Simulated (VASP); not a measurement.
Wanted: the native input for a VASP 6.6.1 run.

* Task: single point
* Functional: PBE
* Potentials or basis: VASP PAW PBE potentials, release 64 (Ni, Al)
* Cutoff: 520 eV
* k mesh: 9 × 9 × 1
* Occupations: fermi-dirac, width 0.05 eV
* Spin: collinear spin, ferromagnetic start
* Starting moments: [1.0, 1.0, 1.0, 1.0, 0.0, 0.0, 0.0, 0.0] μB
* Dipole correction: yes
* Further INCAR settings: ALGO = Normal; EDIFF = 1e-07; NBANDS = 40

The structure of AlNi lies in POSCAR:

```
AlNi
1.0
    2.8810000000      0.0000000000      0.0000000000
    0.0000000000      2.8810000000      0.0000000000
    0.0000000000      0.0000000000     25.0835000000
Ni Al
4 4
Direct
    0.5000000000      0.5000000000      0.2990013355
    0.5000000000      0.5000000000      0.4138577152
    0.5000000000      0.5000000000      0.5287140949
    0.5000000000      0.5000000000      0.6435704746
    0.0000000000      0.0000000000      0.3564295254
    0.0000000000      0.0000000000      0.4712859051
    0.0000000000      0.0000000000      0.5861422848
    0.0000000000      0.0000000000      0.7009986645
```

One way to write it, as run:

INCAR

```
PREC = Accurate ; ENCUT = 520
EDIFF = 1E-7 ; ISMEAR = -1
SIGMA = 0.05 ; LREAL = False
LASPH = True ; NELM = 150
ALGO = Normal ; ISIF = 2
LWAVE = False ; LCHARG = True
ISPIN = 2 ; MAGMOM = 1 1 1 1 0 0 0 0
LORBIT = 11 ; LMAXMIX = 4
LDIPOL = True ; IDIPOL = 3
DIPOL = 0.5 0.5 0.500 ; GGA = PE
LELF = True ; LVHAR = True
LVACPOTAV = True ; NBANDS = 40
```

KPOINTS

```
regular mesh
0
Gamma
  9 9 1
```

Potentials or basis: VASP PAW PBE potentials, release 64 (Ni, Al).

Run with:

```console
$ cat potpaw_PBE.64/Ni/POTCAR potpaw_PBE.64/Al/POTCAR > POTCAR
$ mpirun -np 1 vasp_std > vasp.out
```

It gave:

```yaml
Largest_force: 0.945 eV/Å
Band_gap_on_the_k_mesh: zero (filled and empty bands overlap)
Net_moment: 0.00 μB per cell
Valence_electrons_inside_the_program's_atomic_spheres: Ni 9.13, 9.46 (each value once); Al 0.80, 0.76 (each value once)
```

It took 10 min on 1 thread of Intel(R) Xeon(R) Platinum 8488C (Sapphire Rapids), with other jobs on the host, peak memory 0.5 GiB.
